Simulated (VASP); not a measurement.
# Ti (I4/mmm) in VASP: notebook

The runs below take Ti through single point, with PBEsol.

All numbers are computed with VASP 6.6.1; they aren't measurements. Logs are shortened: lines on timing, memory, paths and dates and some standing lists are left out, and cuts for length are marked.

**1. The cell of the first run**

It takes space group I4/mmm (No. 139, tetragonal). Conventional cell: a = 3.282 Å, b = 3.282 Å, c = 3.216 Å, α = 90.00°, β = 90.00°, γ = 90.00°. Within 3.7 Å of Ti (site symmetry 4/mmm) lie 14 Ti at 2.82 to 3.28 Å.

**2. Single point, PBEsol (strain -0.0200 x Voigt [1, 0, 0, 0, 0, 0])**

INCAR reads:

```
SYSTEM = Ti
PREC     = Accurate       ! precision mode
ENCUT    = 520            ! plane-wave cutoff, eV
EDIFF    = 1E-6           ! SCF threshold, eV
ISMEAR   = 0              ! smearing method
SIGMA    = 0.15           ! smearing width, eV
LREAL    = .FALSE.        ! projectors in reciprocal space
LASPH    = .TRUE.         ! aspherical terms in the spheres
NELM     = 80             ! most SCF steps
ALGO     = Normal         ! electronic algorithm
ISIF     = 2              ! what is computed and relaxed
LWAVE    = .FALSE.        ! write WAVECAR
LCHARG   = .FALSE.        ! write CHGCAR
GGA      = PS             ! functional
NBANDS   = 12             ! bands
```

KPOINTS reads:

```
regular mesh
0
G
  20 20 20
  0 0 0
```

POSCAR reads:

```
Ti
1.0
   -1.6081800000      1.6410000000      1.6410000000
    1.6081800000     -1.6410000000      1.6410000000
    1.6081800000      1.6410000000     -1.6410000000
Ti
1
Direct
    0.0000000000      0.0000000000      0.0000000000
```

Potentials or basis: VASP PAW PBE potentials, release 64 (Ti_sv).

On the command line:

```
$ cat potpaw_PBE.64/Ti_sv/POTCAR > POTCAR
$ mpirun -np 1 vasp_std > vasp.out
```

OUTCAR:

```text
SYSTEM = Ti
   PREC = Accurate
   ENCUT = 520
   EDIFF = 1E-6
   ISMEAR = 0
   LREAL = .FALSE.
   LASPH = .TRUE.
   NELM = 80
   ISIF = 2
   GGA = PS

 ion  position               nearest neighbor table
   1  0.000  0.000  0.000-

  LATTYP: Found a body centered tetragonal cell.
 ALAT       =     3.2820000000
 C/A-ratio  =     0.9800000000

  Lattice vectors:

 A1 = (  -1.6081800000,   1.6410000000,  -1.6410000000)
 A2 = (  -1.6081800000,  -1.6410000000,   1.6410000000)
 A3 = (   1.6081800000,   1.6410000000,   1.6410000000)

Analysis of symmetry for initial positions (statically):
=====================================================================
 Subroutine PRICEL returns:
 Original cell was already a primitive cell.

 Routine SETGRP: Setting up the symmetry group for a
 body centered tetragonal supercell.

 Subroutine GETGRP returns: Found 16 space group operations
 (whereof 16 operations were pure point group operations)
 out of a pool of 16 trial point group operations.

The static configuration has the point symmetry D_4h.

Analysis of symmetry for dynamics (positions and initial velocities):
=====================================================================
 Subroutine PRICEL returns:
 Original cell was already a primitive cell.

 Routine SETGRP: Setting up the symmetry group for a
 body centered tetragonal supercell.

 Subroutine GETGRP returns: Found 16 space group operations
 (whereof 16 operations were pure point group operations)
 out of a pool of 16 trial point group operations.

The dynamic configuration has the point symmetry D_4h.

 Subroutine INISYM returns: Found 16 space group operations
 (whereof 16 operations are pure point group operations),
 and found     1 'primitive' translations

----------------------------------------------------------------------------------------

                                     Primitive cell

  volume of cell :      17.3225

  direct lattice vectors                    reciprocal lattice vectors
    -1.608180000  1.641000000  1.641000000     0.000000000  0.304692261  0.304692261
     1.608180000 -1.641000000  1.641000000     0.310910470  0.000000000  0.304692261
     1.608180000  1.641000000 -1.641000000     0.310910470  0.304692261  0.000000000

  length of vectors
     2.823473909  2.823473909  2.823473909     0.430899928  0.435319072  0.435319072

  position of ions in fractional coordinates (direct lattice)
     0.000000000  0.000000000  0.000000000

  ion indices of the primitive-cell ions
   primitive index   ion index
                 1           1

----------------------------------------------------------------------------------------

 KPOINTS: regular mesh

Automatic generation of k-mesh.
 Grid dimensions read from file:
 generate k-points for:   20   20   20

 Generating k-lattice:

  Cartesian coordinates                     Fractional coordinates (reciprocal lattice)
     0.000000000  0.015234613  0.015234613     0.050000000  0.000000000  0.000000000
     0.015545524  0.000000000  0.015234613     0.000000000  0.050000000 -0.000000000
     0.015545524  0.015234613  0.000000000     0.000000000 -0.000000000  0.050000000

  Length of vectors
     0.021544996  0.021765954  0.021765954

  Shift w.r.t. Gamma in fractional coordinates (k-lattice)
     0.000000000  0.000000000  0.000000000

 Subroutine IBZKPT returns following result:
 ===========================================

 Found    641 irreducible k-points:

 Following reciprocal coordinates:
            Coordinates               Weight
  0.000000  0.000000  0.000000      1.000000
  0.050000  0.000000  0.000000      4.000000
  0.100000  0.000000  0.000000      4.000000
  0.150000  0.000000  0.000000      4.000000
  0.200000  0.000000  0.000000      4.000000
  0.250000  0.000000  0.000000      4.000000
[... 16 lines left out ...]
  0.050000  0.100000  0.000000     16.000000
  0.100000  0.100000 -0.000000     16.000000
 [... further k-points ...]
   k-points           NKPTS =    641   k-points in BZ     NKDIM =    641   number of bands    NBANDS=     12
   number of dos      NEDOS =    301   number of ions     NIONS =      1
   total plane-waves  NPLWV =  13824
   dimension x,y,z NGX =    24 NGY =   24 NGZ =   24
   dimension x,y,z NGXF=    48 NGYF=   48 NGZF=   48
   ions per type =               1
   NGX,Y,Z   is equivalent  to a cutoff of  14.13, 14.13, 14.13 a.u.
   NGXF,Y,Z  is equivalent  to a cutoff of  28.26, 28.26, 28.26 a.u.
 SYSTEM =  Ti
   PREC   = accura    normal or accurate (medium, high low for compatibility)
   ISTART =      0    job   : 0-new  1-cont  2-samecut
   ICHARG =      2    charge: 1-file 2-atom 10-const
   ISPIN  =      1    spin polarized calculation?
   LNONCOLLINEAR =      F non collinear calculations
   LSORBIT =      F    spin-orbit coupling
   LASPH  =      T    aspherical Exc in radial PAW
   ENCUT  =  520.0 eV  38.22 Ry    6.18 a.u.   5.25  5.25  5.25*2*pi/ulx,y,z
   NELM   =     80;   NELMIN=  2; NELMDL= -5     # of ELM steps
   EDIFF  = 0.1E-05   stopping-criterion for ELM
   LREAL  =      F    real-space projection
   EDIFFG = 0.1E-04   stopping-criterion for IOM
   NSW    =      0    number of steps for IOM
   IBRION =     -1    ionic relax: 0-MD 1-quasi-New 2-CG
   NFREE  =      0    steps in history (QN), initial steepest desc. (CG)
   ISIF   =      2    stress and relaxation
   ISYM   =      2    0-nonsym 1-usesym 2-fastsym
   POTIM  = 0.5000    time-step for ionic-motion
   TEBEG  =    0.0;   TEEND  =   0.0 temperature during run
   PSTRESS=    0.0 pullay stress
   NELECT =      12.0000    total number of electrons
   NUPDOWN=      -1.0000    fix difference up-down
   EMIN   =  10.00;   EMAX   =-10.00  energy-range for DOS
   EFERMI =   0.00;   METHOD = LEGACY
   ISMEAR =     0;   SIGMA  =   0.15  broadening in eV -4-tet -1-fermi 0-gaus
   EFERMI_NEDOS =   21; number of points for ismear=-14 and -15
   IALGO  =     38    algorithm
   IMIX   =      4    mixing-type and parameters
     AMIX     =   0.40;   BMIX     =  1.00
     AMIX_MAG =   1.60;   BMIX_MAG =  1.00
  volume/ion in A,a.u.               =      17.32       116.90
  Fermi-wavevector in a.u.,A,eV,Ry     =   1.448543  2.737349 28.548779  2.098276
  Thomas-Fermi vector in A             =   2.566372
   LORBIT       =      0    0 simple, 1 ext, 2 COOP (PROOUT), +10 PAW based schemes
   GGA     = PS    functional components
   LHFCALC =     F    Hartree Fock is set to
   AEXX    =    0.0000 exact exchange contribution
   IVDW    =     0    specifies the selected vdW correction
   LEPSILON=     F    determine dielectric tensor
   LRPA    =     F    only Hartree local field effects (RPA)
 non-spin polarized calculation
 Gauss-broadening in eV      SIGMA  =   0.15
  energy-cutoff  :      520.00
  volume of cell :       17.32
 maximum number of plane-waves:       482
 NGX is ok and might be reduce to    24
   NGX = 11   NGY = 11   NGZ = 11

 number of electron      11.9999998 magnetization

 Free energy of the ion-electron system (eV)
  ---------------------------------------------------
  ext. energy  EPLUGINS =         0.00000000
  ---------------------------------------------------
  free energy    TOTEN  =        -8.23518222 eV

  energy without entropy =       -8.20894140  energy(sigma->0) =       -8.22206181

 E-fermi :   7.9846     XC(G=0): -11.6444

 val. band max:        7.9821257323   @ k =  -0.2500   0.3000   0.2000
 cond. band min:       7.9873046086   @ k =  -0.4500  -0.2000   0.0500
 fundamental gap:      0.0051788763
 Fermi energy:         7.9845885212

 k-point     1 :       0.0000    0.0000    0.0000
  band No.  band energies     occupation
      1     -48.3082      2.00000
      2     -24.2563      2.00000
      3     -24.2549      2.00000
      4     -24.2549      2.00000
      5       2.0255      2.00000
      6       8.8748      0.00000
      7       9.0208      0.00000
      8       9.0208      0.00000
      9      10.6593      0.00000
     10      10.8307      0.00000
     11      25.3035      0.00000
     12      25.3035      0.00000

 k-point     2 :       0.0500    0.0000    0.0000
  band No.  band energies     occupation
      1     -48.3049      2.00000
      2     -24.2725      2.00000
      3     -24.2614      2.00000
      4     -24.2549      2.00000
      5       2.1106      2.00000
      6       8.8669      0.00000
      7       8.9832      0.00000
      8       9.0828      0.00000
      9      10.6117      0.00000
     10      10.8302      0.00000
     11      25.1786      0.00000
     12      25.3069      0.00000

 k-point     3 :       0.1000    0.0000    0.0000
  band No.  band energies     occupation
      1     -48.2955      2.00000
      2     -24.3234      2.00000
      3     -24.2766      2.00000
      4     -24.2547      2.00000
      5       2.3611      2.00000
      6       8.8318      0.00000
      7       8.8761      0.00000
      8       9.2660      0.00000
      9      10.4954      0.00000
     10      10.8304      0.00000
     11      24.7700      0.00000
     12      25.2609      0.00000

 k-point     4 :       0.1500    0.0000    0.0000
  band No.  band energies     occupation
      1     -48.2809      2.00000
      2     -24.4020      2.00000
      3     -24.3000      2.00000
      4     -24.2544      2.00000
      5       2.7619      2.00000
      6       8.7144      0.00000
      7       8.7413      0.00000
      8       9.5615      0.00000
      9      10.3778      0.00000
     10      10.8350      0.00000
     11      24.0216      0.00000
     12      25.0253      0.00000

 k-point     5 :       0.2000    0.0000    0.0000
  band No.  band energies     occupation
      1     -48.2623      2.00000
      2     -24.4999      2.00000
      3     -24.3294      2.00000
      4     -24.2541      2.00000
      5       3.2861      2.00000
      6       8.5186      0.00000
      7       8.5817      0.00000
      8       9.9540      0.00000
      9      10.3250      0.00000
     10      10.8486      0.00000
     11      22.9472      0.00000
     12      24.5191      0.00000
[... 228 lines left out ...]
      1     -48.1743      2.00000
      2     -24.9350      2.00000
      3     -24.4692      2.00000
      4     -24.2596      2.00000
      5       5.5650      2.00000
      6       7.7059      1.99140
      7       8.8957      0.00000
      8      10.6095      0.00000
      9      11.0948      0.00000
     10      12.3384      0.00000
     11      16.7573      0.00000
     12      21.5563      0.00000

 k-point    22 :       0.0000    0.1000   -0.0000
  band No.  band energies     occupation
      1     -48.2953      2.00000
      2     -24.3239      2.00000
      3     -24.2763      2.00000
      4     -24.2564      2.00000
      5       2.3681      2.00000
      6       8.7805      0.00000
      7       8.9625      0.00000
      8       9.2077      0.00000
      9      10.5931      0.00000
     10      10.7511      0.00000
     11      24.9173      0.00000
     12      25.4134      0.00000

 k-point    23 :       0.0500    0.1000    0.0000
  band No.  band energies     occupation
      1     -48.2863      2.00000
      2     -24.3716      2.00000
      3     -24.2852      2.00000
      4     -24.2620      2.00000
      5       2.6115      2.00000
      6       8.6956      0.00000
      7       8.8686      0.00000
      8       9.4173      0.00000
      9      10.4594      0.00000
     10      10.8052      0.00000
     11      24.5078      0.00000
     12      25.2070      0.00000

 k-point    24 :       0.1000    0.1000   -0.0000
  band No.  band energies     occupation
      1     -48.2723      2.00000
      2     -24.4436      2.00000
      3     -24.3007      2.00000
      4     -24.2708      2.00000
      5       3.0021      2.00000
      6       8.5863      0.00000
      7       8.6936      0.00000
      8       9.7444      0.00000
      9      10.3277      0.00000
     10      10.8593      0.00000
     11      23.9097      0.00000
     12      24.6593      0.00000

 [... further k-points ...]

------------------------ aborting loop because EDIFF is reached ----------------------------------------

  FORCE on cell =-STRESS in cart. coord.  units (eV):
  Direction    XX          YY          ZZ          XY          YZ          ZX
  --------------------------------------------------------------------------------------
  -------------------------------------------------------------------------------------
  Total       -0.5778962     -0.5177024     -0.5177024      0.0000000      0.0000000     -0.0000000
  in kB      -53.4501128    -47.8827331    -47.8827331      0.0000000      0.0000000     -0.0000000
  external PRESSURE =     -49.7385263 kB  Pullay stress =       0.0000000 kB

 VOLUME and BASIS-vectors are now :
 -----------------------------------------------------------------------------
  energy-cutoff  :      520.00
  volume of cell :       17.32
      direct lattice vectors                 reciprocal lattice vectors
    -1.608180000  1.641000000  1.641000000     0.000000000  0.304692261  0.304692261
     1.608180000 -1.641000000  1.641000000     0.310910470  0.000000000  0.304692261
     1.608180000  1.641000000 -1.641000000     0.310910470  0.304692261  0.000000000

 POSITION                                       TOTAL-FORCE (eV/Angst)
 -----------------------------------------------------------------------------------
      0.00000      0.00000      0.00000        -0.000000      0.000000      0.000000
 -----------------------------------------------------------------------------------
    total drift:                                0.000000      0.000000      0.000000

  FREE ENERGIE OF THE ION-ELECTRON SYSTEM (eV)
  ---------------------------------------------------
  free  energy   TOTEN  =        -8.2351822174 eV

  energy  without entropy=       -8.2089414025  energy(sigma->0) =       -8.22206181
```

It took 34 s on 1 thread of Intel Xeon 6975P-C (Granite Rapids), shared host; peak memory 0.24 GiB.

What came out:

- Free energy: -8.2352 eV
- Pressure: -5.0 GPa
- Band gap on the k mesh: zero (bands 6 and 7 overlap by 1.61 eV)

Caveat: the cell differs from its parent crystal (strain -0.0200 x Voigt [1, 0, 0, 0, 0, 0]); the cell stands under tension; the PAW data sets were made with another functional, which shifts forces and pressure a little.

[end of part 1 of 2]
